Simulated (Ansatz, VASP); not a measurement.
## MgB4C: VASP beside Ansatz

```xyz
6
Lattice="2.8624 -4.3268 0.0000 2.8624 4.3268 0.0000 0.0000 0.0000 3.6219" Properties=species:S:1:pos:R:3 pbc="T T T"
Mg    0.0000    0.0000    1.8110
B     2.8624   -2.5040    2.8001
B     2.8624    2.5040    2.8001
B     2.8624   -2.5040    0.8219
B     2.8624    2.5040    0.8219
C     0.0000    0.0000    0.0000
```

Alike in both runs: task relaxation of cell and atoms; functional PBE; k mesh 8 × 8 × 10; occupations gaussian, width 0.1 eV; no spin polarisation.

```csv
,VASP,Ansatz
version,VASP 6.6.1,Ansatz 0.2.0
potentials or method,"VASP PAW PBE potentials, release 64 (Mg, B, C), cutoff 600 eV","scalar-relativistic, plane waves, PAW"
valence electrons in the cell,18,26
```

Ansatz gave:

```
gap on the k mesh at the Fermi level, each at its own relaxed structure (eV) : none
relaxed volume (Å³/atom)                                                     : 9.74
relaxed cell length with the largest relative difference (Å)                 : 6.851
```

Which values does VASP return?

gap on the k mesh at the Fermi level, each at its own relaxed structure (eV): none; relaxed volume (Å³/atom): 10.27; relaxed cell length with the largest relative difference (Å): 5.805.

A gap of «none» marks a metal or a gap that the smearing closes. One of these differences is far larger than is usual between the two programs; its cause wasn't traced. VASP's potentials hold 18 valence electrons a cell and Ansatz's 26, so a difference there can come from the potentials and not from the codes.

Noted on VASP's run: the volume moved by over 15 % at a fixed basis, so the end points are rough.
